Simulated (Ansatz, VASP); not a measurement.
# Two plane-wave programs on GaP

INCAR

```
  PREC = Accurate
  ENCUT = 520
  EDIFF = 1E-6
  ISMEAR = 0
  SIGMA = 0.05
  LREAL = F
  LASPH = T
  NELM = 80
  ALGO = Normal
  ISIF = 2
  LWAVE = F
  LCHARG = T
  GGA = PE
  LELF = T
  LVHAR = T
  NBANDS = 16
```

KPOINTS

```
Automatic mesh
0
Gamma
  8 8 8
```

File POSCAR:

```
GaP
1.0
    0.0000000000      2.6162400000      2.6162400000
    2.6162400000      0.0000000000      2.6162400000
    2.6162400000      2.6162400000      0.0000000000
Ga P
1 1
Direct
    0.0000000000      0.0000000000      0.0000000000
    0.7500000000      0.7500000000      0.7500000000
```

Input for Ansatz:

```yaml
crystal:
  lattice:
    - [0.0, 2.61624, 2.61624]
    - [2.61624, 0.0, 2.61624]
    - [2.61624, 2.61624, 0.0]
  atoms:
    - { symbol: Ga, position: [0.0, 0.0, 0.0] }
    - { symbol: P, position: [0.75, 0.75, 0.75] }
basis:
  ecutwfc: 420
kpoints:
  mp_grid: { grid: [8, 8, 8] }
hamiltonian:
  xc: pbe
scf:
  occupations: { method: gaussian, width: 0.05 }
output:
  forces: true
  stress: true
  eigenvalues: true
```

Change from the starting cell: strain -0.040 along x and y, -0.040 along z, atoms carried along.

Alike in both runs: task single point; functional PBE; k mesh 8 × 8 × 8; occupations gaussian, width 0.05 eV; no spin polarisation.

|  | VASP | Ansatz |
| --- | --- | --- |
| version | VASP 6.6.1 | Ansatz 0.2.0 |
| potentials or method | VASP PAW PBE potentials, release 64 (Ga_d, P), cutoff 520 eV | scalar-relativistic, plane waves, PAW |
| valence electrons in the cell | 18 | 18 |

Ansatz gave:

| Quantity | Value |
| --- | --- |
| gap on the k mesh at the Fermi level (eV) | 1.37 |
| least direct gap on the mesh (eV) | 2.86 |
| pressure (GPa) | 16.5 |

**Question.** What did VASP give for the same quantities?

**Answer.** gap on the k mesh at the Fermi level (eV): 1.37; least direct gap on the mesh (eV): 2.87; pressure (GPa): 16.3.
